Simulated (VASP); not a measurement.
# RbZn (CsCl type) (Pm-3m) in VASP: electric field gradients with r2SCAN

Aim: the electric field gradients of RbZn (CsCl type) with r2SCAN.

Everything below comes from runs of VASP 6.6.1. Logs are shortened: lines on timing, memory, paths and dates and some standing lists are left out, and cuts for length are marked.

### 1 The cell of the first run

Symmetry: Pm-3m, No. 221, cubic system. Conventional cell: a = 4.355 Å, b = 4.355 Å, c = 4.355 Å, α = 90.00°, β = 90.00°, γ = 90.00°. Rb (site symmetry m-3m) has 8 Zn at 3.77 Å and 6 Rb at 4.36 Å within 5.0 Å. Zn (site symmetry m-3m) has 8 Rb at 3.77 Å and 6 Zn at 4.36 Å within 5.0 Å.

### 2 Electric field gradients, r2SCAN

Contents of POSCAR:

```
RbZn
1.0
    4.3550941077      0.0000000000      0.0000000000
    0.0000000000      4.3550941077      0.0000000000
    0.0000000000      0.0000000000      4.3550941077
Rb Zn
1 1
Direct
    0.0000000000      0.0000000000      0.0000000000
    0.5000000000      0.5000000000      0.5000000000
```

Contents of INCAR.step1:

```
PREC = Accurate
ENCUT = 520
ISMEAR = -1
SIGMA = 0.05
LREAL = F
LASPH = T
NELM = 60
NBANDS = 18
GGA = PE
ALGO = Normal
EDIFF = 1E-4
LWAVE = T
LCHARG = F
```

Contents of INCAR.step2:

```
PREC = Accurate
ENCUT = 520
EDIFF = 1E-8
ISMEAR = -1
SIGMA = 0.05
LREAL = F
LASPH = T
NELM = 60
ALGO = Normal
ISIF = 2
LWAVE = F
LCHARG = F
METAGGA = R2SCAN
LMIXTAU = T
LEFG = T
NBANDS = 18
ISTART = 1
```

Contents of KPOINTS:

```
Automatic mesh
0
Gamma
  9 9 9
```

Potentials or basis: VASP PAW PBE potentials, release 64 (Rb_sv, Zn).

Launch:

```
$ cat potpaw_PBE.64/Rb_sv/POTCAR potpaw_PBE.64/Zn/POTCAR > POTCAR
$ cp INCAR.step1 INCAR
$ mpirun -np 1 vasp_std > vasp.out
$ cp INCAR.step2 INCAR
$ mpirun -np 1 vasp_std > vasp.out
```

OUTCAR:

```text
PREC = Accurate
   ENCUT = 520
   EDIFF = 1E-8
   ISMEAR = -1
   LREAL = F
   LASPH = T
   NELM = 60
   ISIF = 2
   METAGGA = R2SCAN
   ISTART = 1

 ion  position               nearest neighbor table
   1  0.000  0.000  0.000-   2 3.77   2 3.77   2 3.77   2 3.77   2 3.77   2 3.77   2 3.77   2 3.77

   2  0.500  0.500  0.500-   1 3.77   1 3.77   1 3.77   1 3.77   1 3.77   1 3.77   1 3.77   1 3.77

  LATTYP: Found a simple cubic cell.
 ALAT       =     4.3550941077

  Lattice vectors:

 A1 = (   4.3550941077,   0.0000000000,   0.0000000000)
 A2 = (   0.0000000000,   4.3550941077,   0.0000000000)
 A3 = (   0.0000000000,   0.0000000000,   4.3550941077)

Analysis of symmetry for initial positions (statically):
=====================================================================
 Subroutine PRICEL returns:
 Original cell was already a primitive cell.

 Routine SETGRP: Setting up the symmetry group for a
 simple cubic supercell.

 Subroutine GETGRP returns: Found 48 space group operations
 (whereof 48 operations were pure point group operations)
 out of a pool of 48 trial point group operations.

The static configuration has the point symmetry O_h .

Analysis of symmetry for dynamics (positions and initial velocities):
=====================================================================
 Subroutine PRICEL returns:
 Original cell was already a primitive cell.

 Routine SETGRP: Setting up the symmetry group for a
 simple cubic supercell.

 Subroutine GETGRP returns: Found 48 space group operations
 (whereof 48 operations were pure point group operations)
 out of a pool of 48 trial point group operations.

The dynamic configuration has the point symmetry O_h .

 Subroutine INISYM returns: Found 48 space group operations
 (whereof 48 operations are pure point group operations),
 and found     1 'primitive' translations

----------------------------------------------------------------------------------------

                                     Primitive cell

  volume of cell :      82.6024

  direct lattice vectors                    reciprocal lattice vectors
     4.355094108  0.000000000  0.000000000     0.229616163  0.000000000  0.000000000
     0.000000000  4.355094108  0.000000000     0.000000000  0.229616163  0.000000000
     0.000000000  0.000000000  4.355094108     0.000000000  0.000000000  0.229616163

  length of vectors
     4.355094108  4.355094108  4.355094108     0.229616163  0.229616163  0.229616163

  position of ions in fractional coordinates (direct lattice)
     0.000000000  0.000000000  0.000000000
     0.500000000  0.500000000  0.500000000

  ion indices of the primitive-cell ions
   primitive index   ion index
                 1           1
                 2           2

----------------------------------------------------------------------------------------

 KPOINTS: Automatic mesh

Automatic generation of k-mesh.
 Grid dimensions read from file:
 generate k-points for:    9    9    9

 Generating k-lattice:

  Cartesian coordinates                     Fractional coordinates (reciprocal lattice)
     0.025512907  0.000000000  0.000000000     0.111111111  0.000000000  0.000000000
     0.000000000  0.025512907  0.000000000     0.000000000  0.111111111  0.000000000
     0.000000000  0.000000000  0.025512907     0.000000000  0.000000000  0.111111111

  Length of vectors
     0.025512907  0.025512907  0.025512907

  Shift w.r.t. Gamma in fractional coordinates (k-lattice)
     0.000000000  0.000000000  0.000000000

 Subroutine IBZKPT returns following result:
 ===========================================

 Found     35 irreducible k-points:

 Following reciprocal coordinates:
            Coordinates               Weight
  0.000000  0.000000  0.000000      1.000000
  0.111111  0.000000  0.000000      6.000000
  0.222222  0.000000  0.000000      6.000000
  0.333333  0.000000  0.000000      6.000000
  0.444444  0.000000  0.000000      6.000000
  0.111111  0.111111  0.000000     12.000000
[... 16 lines left out ...]
  0.333333  0.333333  0.111111     24.000000
  0.444444  0.333333  0.111111     48.000000
 [... further k-points ...]
   k-points           NKPTS =     35   k-points in BZ     NKDIM =     35   number of bands    NBANDS=     18
   number of dos      NEDOS =    301   number of ions     NIONS =      2
   total plane-waves  NPLWV =  32768
   dimension x,y,z NGX =    32 NGY =   32 NGZ =   32
   dimension x,y,z NGXF=    64 NGYF=   64 NGZF=   64
   ions per type =               1   1
   NGX,Y,Z   is equivalent  to a cutoff of  12.22, 12.22, 12.22 a.u.
   NGXF,Y,Z  is equivalent  to a cutoff of  24.43, 24.43, 24.43 a.u.
 SYSTEM =  unknown system
   PREC   = accura    normal or accurate (medium, high low for compatibility)
   ISTART =      1    job   : 0-new  1-cont  2-samecut
   ICHARG =      0    charge: 1-file 2-atom 10-const
   ISPIN  =      1    spin polarized calculation?
   LNONCOLLINEAR =      F non collinear calculations
   LSORBIT =      F    spin-orbit coupling
   LASPH  =      T    aspherical Exc in radial PAW
   ENCUT  =  520.0 eV  38.22 Ry    6.18 a.u.   8.10  8.10  8.10*2*pi/ulx,y,z
   NELM   =     60;   NELMIN=  2; NELMDL=  0     # of ELM steps
   EDIFF  = 0.1E-07   stopping-criterion for ELM
   LREAL  =      F    real-space projection
   EDIFFG = 0.1E-06   stopping-criterion for IOM
   NSW    =      0    number of steps for IOM
   IBRION =     -1    ionic relax: 0-MD 1-quasi-New 2-CG
   NFREE  =      0    steps in history (QN), initial steepest desc. (CG)
   ISIF   =      2    stress and relaxation
   ISYM   =      2    0-nonsym 1-usesym 2-fastsym
   POTIM  = 0.5000    time-step for ionic-motion
   TEBEG  =    0.0;   TEEND  =   0.0 temperature during run
   PSTRESS=    0.0 pullay stress
   NELECT =      21.0000    total number of electrons
   NUPDOWN=      -1.0000    fix difference up-down
   EMIN   =  10.00;   EMAX   =-10.00  energy-range for DOS
   EFERMI =   0.00;   METHOD = LEGACY
   ISMEAR =    -1;   SIGMA  =   0.05  broadening in eV -4-tet -1-fermi 0-gaus
   EFERMI_NEDOS =   21; number of points for ismear=-14 and -15
   IALGO  =     38    algorithm
   IMIX   =      4    mixing-type and parameters
     AMIX     =   0.40;   BMIX     =  1.00
     AMIX_MAG =   1.60;   BMIX_MAG =  1.00
  volume/ion in A,a.u.               =      41.30       278.71
  Fermi-wavevector in a.u.,A,eV,Ry     =   1.037091  1.959819 14.633864  1.075559
  Thomas-Fermi vector in A             =   2.171513
   LORBIT       =      0    0 simple, 1 ext, 2 COOP (PROOUT), +10 PAW based schemes
   METAGGA = R2SCAN    functional components
   LHFCALC =     F    Hartree Fock is set to
   AEXX    =    0.0000 exact exchange contribution
   IVDW    =     0    specifies the selected vdW correction
   LEPSILON=     F    determine dielectric tensor
   LRPA    =     F    only Hartree local field effects (RPA)
 non-spin polarized calculation
  energy-cutoff  :      520.00
  volume of cell :       82.60
 maximum number of plane-waves:      2254
   NGX = 17   NGY = 17   NGZ = 17

 number of electron      20.9999993 magnetization

 Free energy of the ion-electron system (eV)
  ---------------------------------------------------
  ext. energy  EPLUGINS =         0.00000000
  ---------------------------------------------------
  free energy    TOTEN  =       -22.17431271 eV

  energy without entropy =      -22.15498703  energy(sigma->0) =      -22.16464987

 E-fermi :   0.8510     XC(G=0):  -7.8102

 val. band max:        0.8498452785   @ k =   0.3333   0.2222   0.1111
 cond. band min:       0.8770910810   @ k =   0.4444   0.4444   0.4444
 fundamental gap:      0.0272458025
 Fermi energy:         0.8510055034

 k-point     1 :       0.0000    0.0000    0.0000
  band No.  band energies     occupation
      1     -28.5258      2.00000
      2     -12.0113      2.00000
      3     -12.0113      2.00000
      4     -12.0113      2.00000
      5      -6.8561      2.00000
      6      -6.8561      2.00000
[... 10 lines left out ...]
     17       7.9481      0.00000
     18       7.9481      0.00000

 k-point     2 :       0.1111    0.0000    0.0000
  band No.  band energies     occupation
      1     -28.5246      2.00000
      2     -12.0406      2.00000
      3     -12.0089      2.00000
      4     -12.0089      2.00000
      5      -6.8555      2.00000
      6      -6.8510      2.00000
[... 10 lines left out ...]
     17       7.9855      0.00000
     18       7.9954      0.00000
[... 442 lines left out ...]
 k-point    24 :       0.4444    0.3333    0.1111
  band No.  band energies     occupation
      1     -28.5074      2.00000
      2     -12.2028      2.00000
      3     -12.1471      2.00000
      4     -11.9990      2.00000
      5      -6.8438      2.00000
      6      -6.8322      2.00000
[... 10 lines left out ...]
     17       7.9282      0.00000
     18       8.4551      0.00000

 [... further k-points ...]
[... 5 lines left out ...]
  --------------------------------------------------------------------------------------
  -------------------------------------------------------------------------------------
  Total        0.0161148      0.0161148      0.0161148     -0.0000000     -0.0000000      0.0000000
  in kB        0.3125660      0.3125660      0.3125660     -0.0000000     -0.0000000      0.0000000
  external PRESSURE =       0.3125660 kB  Pullay stress =       0.0000000 kB

 VOLUME and BASIS-vectors are now :
 -----------------------------------------------------------------------------
  energy-cutoff  :      520.00
  volume of cell :       82.60
      direct lattice vectors                 reciprocal lattice vectors
     4.355094108  0.000000000  0.000000000     0.229616163  0.000000000  0.000000000
     0.000000000  4.355094108  0.000000000     0.000000000  0.229616163  0.000000000
     0.000000000  0.000000000  4.355094108     0.000000000  0.000000000  0.229616163

 POSITION                                       TOTAL-FORCE (eV/Angst)
 -----------------------------------------------------------------------------------
      0.00000      0.00000      0.00000         0.000000      0.000000      0.000000
      2.17755      2.17755      2.17755         0.000000      0.000000      0.000000
 -----------------------------------------------------------------------------------
    total drift:                                0.000000      0.000000     -0.000000

  FREE ENERGIE OF THE ION-ELECTRON SYSTEM (eV)
  ---------------------------------------------------
  free  energy   TOTEN  =       -22.1743127052 eV

  energy  without entropy=      -22.1549870281  energy(sigma->0) =      -22.16464987

 Electric field gradients (V/A^2)
---------------------------------------------------------------------
 ion       V_xx      V_yy      V_zz      V_xy      V_xz      V_yz
---------------------------------------------------------------------
   1       0.000     0.000    -0.000    -0.000    -0.000    -0.000
   2      -0.000    -0.000     0.000    -0.000     0.000    -0.000
---------------------------------------------------------------------

 Electric field gradients after diagonalization (V/A^2)
 (convention: |V_zz| > |V_xx| > |V_yy|)
----------------------------------------------------------------------
 ion       V_xx      V_yy      V_zz     asymmetry (V_yy - V_xx)/ V_zz
----------------------------------------------------------------------
   1       0.000     0.000    -0.000       0.358
   2      -0.000    -0.000     0.000       0.424
----------------------------------------------------------------------

           NMR quadrupolar parameters

 Cq : quadrupolar parameter    Cq=e*Q*V_zz/h
 eta: asymmetry parameters     (V_yy - V_xx)/ V_zz
 Q  : nuclear electric quadrupole moment in mb (millibarn)
----------------------------------------------------------------------
 ion       Cq(MHz)       eta       Q (mb)
----------------------------------------------------------------------
   1      -0.000       0.358       1.000
   2       0.000       0.424       1.000
----------------------------------------------------------------------
```

It took 3.3 min on 1 thread of Oxide Virtual Turin-like, shared host; peak memory 0.18 GiB.

What came out:

```
Free energy : -22.1743 eV
Pressure    : 0.0 GPa
```

Caveat: without QUAD_EFG the Cq values of the log hold for a quadrupole moment of 1 mb, not for the nuclei; the PAW data sets were made with another functional, which shifts forces and pressure a little.
